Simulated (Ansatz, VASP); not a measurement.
InSb3: VASP beside Ansatz

The input INCAR:

```
SYSTEM = InSb3
PREC = Accurate
ENCUT = 500
EDIFF = 1E-6
ISMEAR = -1
SIGMA = 0.05
LREAL = .False.
LASPH = .True.
NELM = 120
ALGO = Normal
ISIF = 2
LWAVE = .False.
LCHARG = .False.
GGA = PE
NBANDS = 22
GGA_COMPAT = .False.
```

File KPOINTS:

```
Automatic mesh
0
Gamma
  6 6 6
  0 0 0
```

File POSCAR:

```
InSb3
1.0
    0.0000000000      3.7945550000      3.7945550000
    3.7945550000      0.0000000000      3.7945550000
    3.7945550000      3.7945550000      0.0000000000
Sb In
3 1
Direct
    0.5000000000      0.5000000000      0.5000000000
    0.7500000000      0.7500000000      0.7500000000
    0.2500000000      0.2500000000      0.2500000000
    0.0000000000      0.0000000000      0.0000000000
```

File input.yaml:

```yaml
crystal:
  lattice:
    - [0.0, 3.794555, 3.794555]
    - [3.794555, 0.0, 3.794555]
    - [3.794555, 3.794555, 0.0]
  atoms:
    - { symbol: Sb, position: [0.5, 0.5, 0.5] }
    - { symbol: Sb, position: [0.75, 0.75, 0.75] }
    - { symbol: Sb, position: [0.25, 0.25, 0.25] }
    - { symbol: In, position: [0.0, 0.0, 0.0] }
kpoints:
  mp_grid: { grid: [6, 6, 6] }
  band_path:
    path:
      - [0.0, 0.0, 0.0]
      - [0.5, 0.0, 0.5]
      - [0.5, 0.25, 0.75]
      - [0.375, 0.375, 0.75]
      - [0.0, 0.0, 0.0]
      - [0.5, 0.5, 0.5]
      - [0.625, 0.25, 0.625]
      - [0.5, 0.25, 0.75]
    npoints: 8
scf:
  occupations: { method: fermi_dirac, width: 0.05 }
hamiltonian:
  xc: pbe
  pseudopotentials: { kind: all_electron, lapw: { basis_error: 0.002 } }
output:
  forces: true
  stress: true
  eigenvalues: true
```

Alike in both runs: functional PBE; k mesh 6 × 6 × 6; occupations fermi-dirac, width 0.05 eV; no spin polarisation.

|  | VASP | Ansatz |
| --- | --- | --- |
| version | VASP 6.6.1 | Ansatz 0.2.0 |
| potentials or method | VASP PAW PBE potentials, release 64 (Sb, In_d), cutoff 500 eV | all-electron LAPW, scalar-relativistic |
| task | single point | band structure |

```tsv
	VASP	Ansatz	Ansatz less VASP
gap on the k mesh at the Fermi level (eV)	none	none	-
pressure (GPa)	-0.3	-0.2	+0.10
```

A gap of «none» marks a metal or a gap that the smearing closes. Ansatz ran all-electron here, and VASP with PAW potentials.

Neither program's run includes spin-orbit coupling.
